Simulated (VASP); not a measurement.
# ZrB (Fm-3m) in VASP: notebook, part 2 of 2

VASP 6.6.1. Earlier steps stand in the parts before.

## 4. Single point, r2SCAN, collinear spin

This run uses another cell than the first one, of 12.57 Å³/atom.

Input file POSCAR:

```
ZrB
1.0
    0.0000000000      2.3250000000      2.3250000000
    2.3250000000      0.0000000000      2.3250000000
    2.3250000000      2.3250000000      0.0000000000
Zr B
1 1
Direct
    0.0000000000      0.0000000000      0.0000000000
    0.5000000000      0.5000000000      0.5000000000
```

Input file INCAR.step1:

```
ALGO = Normal ; EDIFF = 1E-4
ENCUT = 520 ; GGA = PE
ISMEAR = 0 ; ISPIN = 2
LASPH = True ; LCHARG = False
LMAXMIX = 4 ; LREAL = False
LWAVE = True ; MAGMOM = 0.5 0
NBANDS = 18 ; NELM = 150
PREC = Accurate ; SIGMA = 0.025
```

Input file INCAR.step2:

```
ALGO = Normal ; EDIFF = 1E-6
ENCUT = 520 ; ISIF = 2
ISMEAR = 0 ; ISPIN = 2
ISTART = 1 ; LASPH = True
LCHARG = False ; LMAXMIX = 4
LMIXTAU = True ; LORBIT = 11
LREAL = False ; LWAVE = False
MAGMOM = 0.5 0 ; METAGGA = R2SCAN
NBANDS = 18 ; NELM = 150
PREC = Accurate ; SIGMA = 0.025
```

Input file KPOINTS:

```
k-points
0
Gamma
  10 10 10
```

Potentials or basis: VASP PAW PBE potentials, release 64 (Zr_sv, B).

Command:

```sh
cat potpaw_PBE.64/Zr_sv/POTCAR potpaw_PBE.64/B/POTCAR > POTCAR
cp INCAR.step1 INCAR
mpirun -np 1 vasp_std > vasp.out
cp INCAR.step2 INCAR
mpirun -np 1 vasp_std > vasp.out
```

OUTCAR:

```text
EDIFF = 1E-6
   ENCUT = 520
   ISIF = 2
   ISMEAR = 0
   ISPIN = 2
   ISTART = 1
   LASPH = True
   LORBIT = 11
   LREAL = False
   METAGGA = R2SCAN
   NELM = 150
   PREC = Accurate

 ion  position               nearest neighbor table
   1  0.000  0.000  0.000-   2 2.33   2 2.33   2 2.33   2 2.33   2 2.33   2 2.33
   2  0.500  0.500  0.500-   1 2.33   1 2.33   1 2.33   1 2.33   1 2.33   1 2.33

  LATTYP: Found a face centered cubic cell.
 ALAT       =     4.6500000000

  Lattice vectors:

 A1 = (   0.0000000000,   2.3250000000,   2.3250000000)
 A2 = (   2.3250000000,   0.0000000000,   2.3250000000)
 A3 = (   2.3250000000,   2.3250000000,   0.0000000000)

Analysis of symmetry for initial positions (statically):
=====================================================================
 Subroutine PRICEL returns:
 Original cell was already a primitive cell.

 Routine SETGRP: Setting up the symmetry group for a
 face centered cubic supercell.

 Subroutine GETGRP returns: Found 48 space group operations
 (whereof 48 operations were pure point group operations)
 out of a pool of 48 trial point group operations.

The static configuration has the point symmetry O_h .

Analysis of symmetry for dynamics (positions and initial velocities):
=====================================================================
 Subroutine PRICEL returns:
 Original cell was already a primitive cell.

 Routine SETGRP: Setting up the symmetry group for a
 face centered cubic supercell.

 Subroutine GETGRP returns: Found 48 space group operations
 (whereof 48 operations were pure point group operations)
 out of a pool of 48 trial point group operations.

The dynamic configuration has the point symmetry O_h .

Analysis of structural, dynamic, and magnetic symmetry:
=====================================================================
 Subroutine PRICEL returns:
 Original cell was already a primitive cell.

 Routine SETGRP: Setting up the symmetry group for a
 face centered cubic supercell.

 Subroutine GETGRP returns: Found 48 space group operations
 (whereof 48 operations were pure point group operations)
 out of a pool of 48 trial point group operations.

The overall configuration has the point symmetry O_h .

 Subroutine INISYM returns: Found 48 space group operations
 (whereof 48 operations are pure point group operations),
 and found     1 'primitive' translations

----------------------------------------------------------------------------------------

                                     Primitive cell

  volume of cell :      25.1362

  direct lattice vectors                    reciprocal lattice vectors
     0.000000000  2.325000000  2.325000000    -0.215053763  0.215053763  0.215053763
     2.325000000  0.000000000  2.325000000     0.215053763 -0.215053763  0.215053763
     2.325000000  2.325000000  0.000000000     0.215053763  0.215053763 -0.215053763

  length of vectors
     3.288046533  3.288046533  3.288046533     0.372484045  0.372484045  0.372484045

  position of ions in fractional coordinates (direct lattice)
     0.000000000  0.000000000  0.000000000
     0.500000000  0.500000000  0.500000000

  ion indices of the primitive-cell ions
[... 66 lines left out ...]
   PREC   = accura    normal or accurate (medium, high low for compatibility)
   ISTART =      1    job   : 0-new  1-cont  2-samecut
   ICHARG =      0    charge: 1-file 2-atom 10-const
   ISPIN  =      2    spin polarized calculation?
   LNONCOLLINEAR =      F non collinear calculations
   LSORBIT =      F    spin-orbit coupling
   LASPH  =      T    aspherical Exc in radial PAW
   ENCUT  =  520.0 eV  38.22 Ry    6.18 a.u.   6.11  6.11  6.11*2*pi/ulx,y,z
   NELM   =    150;   NELMIN=  2; NELMDL=  0     # of ELM steps
   EDIFF  = 0.1E-05   stopping-criterion for ELM
   LREAL  =      F    real-space projection
   EDIFFG = 0.1E-04   stopping-criterion for IOM
   NSW    =      0    number of steps for IOM
   IBRION =     -1    ionic relax: 0-MD 1-quasi-New 2-CG
   NFREE  =      0    steps in history (QN), initial steepest desc. (CG)
   ISIF   =      2    stress and relaxation
   ISYM   =      2    0-nonsym 1-usesym 2-fastsym
   POTIM  = 0.5000    time-step for ionic-motion
   TEBEG  =    0.0;   TEEND  =   0.0 temperature during run
   PSTRESS=    0.0 pullay stress
   NELECT =      15.0000    total number of electrons
   NUPDOWN=      -1.0000    fix difference up-down
   EMIN   =  10.00;   EMAX   =-10.00  energy-range for DOS
   EFERMI =   0.00;   METHOD = LEGACY
   ISMEAR =     0;   SIGMA  =   0.03  broadening in eV -4-tet -1-fermi 0-gaus
   EFERMI_NEDOS =   21; number of points for ismear=-14 and -15
   IALGO  =     38    algorithm
   IMIX   =      4    mixing-type and parameters
     AMIX     =   0.40;   BMIX     =  1.00
     AMIX_MAG =   1.60;   BMIX_MAG =  1.00
  volume/ion in A,a.u.               =      12.57        84.81
  Fermi-wavevector in a.u.,A,eV,Ry     =   1.378285  2.604581 25.846565  1.899669
  Thomas-Fermi vector in A             =   2.503360
   LORBIT       =     11    0 simple, 1 ext, 2 COOP (PROOUT), +10 PAW based schemes
   METAGGA = R2SCAN    functional components
   LHFCALC =     F    Hartree Fock is set to
   AEXX    =    0.0000 exact exchange contribution
   IVDW    =     0    specifies the selected vdW correction
   LEPSILON=     F    determine dielectric tensor
   LRPA    =     F    only Hartree local field effects (RPA)
 spin polarized calculation
 Gauss-broadening in eV      SIGMA  =   0.03
  energy-cutoff  :      520.00
  volume of cell :       25.14
 maximum number of plane-waves:       700
   NGX = 13   NGY = 13   NGZ = 13

 number of electron      15.0000000 magnetization       0.0008588

 Free energy of the ion-electron system (eV)
  ---------------------------------------------------
  ext. energy  EPLUGINS =         0.00000000
  ---------------------------------------------------
  free energy    TOTEN  =       -30.52465843 eV

  energy without entropy =      -30.52367929  energy(sigma->0) =      -30.52416886

 E-fermi :   9.0074     XC(G=0): -13.1426

 val. band max:        8.9981948478   @ k =  -0.2000   0.1000   0.0000
 cond. band min:       9.0289750925   @ k =   0.3000   0.2000   0.1000
 fundamental gap:      0.0307802446
 Fermi energy:         9.0074201908

 spin component 1

 k-point     1 :       0.0000    0.0000    0.0000
  band No.  band energies     occupation
      1     -39.3923      1.00000
      2     -16.4238      1.00000
      3     -16.4238      1.00000
      4     -16.4238      1.00000
      5       0.0907      1.00000
      6      11.1923      0.00000
[... 493 lines left out ...]
     17      27.4908      0.00000
     18      29.7632      0.00000

 [... further k-points ...]

 spin component 2

 k-point     1 :       0.0000    0.0000    0.0000
  band No.  band energies     occupation
      1     -39.3921      1.00000
      2     -16.4235      1.00000
      3     -16.4235      1.00000
      4     -16.4235      1.00000
      5       0.0913      1.00000
      6      11.1926      0.00000
[... 493 lines left out ...]
     17      27.4914      0.00000
     18      29.7636      0.00000

 [... further k-points ...]

------------------------ aborting loop because EDIFF is reached ----------------------------------------

  FORCE on cell =-STRESS in cart. coord.  units (eV):
  Direction    XX          YY          ZZ          XY          YZ          ZX
  --------------------------------------------------------------------------------------
  -------------------------------------------------------------------------------------
  Total        5.7473978      5.7473978      5.7473978     -0.0000000      0.0000000      0.0000000
  in kB      366.3388473    366.3388473    366.3388473     -0.0000000      0.0000000      0.0000000
  external PRESSURE =     366.3388473 kB  Pullay stress =       0.0000000 kB

 VOLUME and BASIS-vectors are now :
 -----------------------------------------------------------------------------
  energy-cutoff  :      520.00
  volume of cell :       25.14
      direct lattice vectors                 reciprocal lattice vectors
     0.000000000  2.325000000  2.325000000    -0.215053763  0.215053763  0.215053763
     2.325000000  0.000000000  2.325000000     0.215053763 -0.215053763  0.215053763
     2.325000000  2.325000000  0.000000000     0.215053763  0.215053763 -0.215053763

 POSITION                                       TOTAL-FORCE (eV/Angst)
 -----------------------------------------------------------------------------------
      0.00000      0.00000      0.00000         0.000000      0.000000     -0.000000
      2.32500      2.32500      2.32500         0.000000     -0.000000      0.000000
 -----------------------------------------------------------------------------------
    total drift:                                0.000000     -0.000000     -0.000000

  FREE ENERGIE OF THE ION-ELECTRON SYSTEM (eV)
  ---------------------------------------------------
  free  energy   TOTEN  =       -30.5246584320 eV

  energy  without entropy=      -30.5236792926  energy(sigma->0) =      -30.52416886

 total charge

# of ion       s       p       d       tot
------------------------------------------
    1        2.206   6.053   1.813  10.072
    2        0.827   1.117   0.000   1.945
--------------------------------------------------
tot          3.033   7.171   1.813  12.016

 magnetization (x)

# of ion       s       p       d       tot
------------------------------------------
    1        0.000   0.000   0.000   0.000
    2        0.000   0.000   0.000   0.000
--------------------------------------------------
tot          0.000   0.000   0.000   0.001
```

It took 3 min on 1 thread of Intel Xeon 8259CL, shared host; peak memory 0.18 GiB.

Results:

| Property | Result |
| --- | --- |
| Free energy | -30.5247 eV |
| Pressure | 36.6 GPa |
| Net moment | 0.00 μB per cell |
| Valence electrons inside the program's atomic spheres | Zr 10.07; B 1.95 |

Levels at points of the mesh, in eV from the Fermi level:
Spin up:
```csv
k point,band 5,band 6,band 7,band 8,band 9,band 10,band 11,band 12
"(0.00, 0.00, 0.00)",-8.92,2.18,2.18,2.18,3.88,3.88,4.01,4.01
"(0.50, 0.00, 0.00)",-4.39,-4.04,-1.49,-1.49,6.18,6.18,7.88,8.60
"(0.50, 0.50, 0.00)",-7.03,-1.08,-0.42,2.65,2.65,5.70,7.38,7.38
```
Spin down:
| k point | band 5 | band 6 | band 7 | band 8 | band 9 | band 10 | band 11 | band 12 |
| --- | --- | --- | --- | --- | --- | --- | --- | --- |
| (0.00, 0.00, 0.00) | -8.92 | 2.19 | 2.19 | 2.19 | 3.88 | 3.88 | 4.01 | 4.01 |
| (0.50, 0.00, 0.00) | -4.39 | -4.04 | -1.49 | -1.49 | 6.18 | 6.18 | 7.88 | 8.60 |
| (0.50, 0.50, 0.00) | -7.03 | -1.08 | -0.42 | 2.65 | 2.65 | 5.70 | 7.38 | 7.38 |

Caveat: the cell stands under pressure; the PAW data sets were made with another functional, which shifts forces and pressure a little.

## 5. Summary

```csv
cell,gap on the mesh (eV),pressure (GPa),moment (μB)
"a = 3.221 Å, angles 60.0°, 2 atoms",none,56.4,0.00
"a = 3.266 Å, angles 60.0°, 2 atoms",none,42.7,0.00
"a = 3.288 Å, angles 60.0°, 2 atoms",none,36.6,0.00
```

Alike in all rows: task single point; level r2SCAN; potentials or basis VASP PAW PBE potentials, release 64 (Zr_sv, B); spin collinear; k mesh 10 × 10 × 10; cutoff (eV) 520; smearing gaussian 0.025 eV.

Caveats: the cell stands under pressure; the PAW data sets were made with another functional, which shifts forces and pressure a little.

Absolute energies hang on the potentials; compare differences alone.

The gap in the log of VASP goes by the Fermi energy; the results here count the filled bands.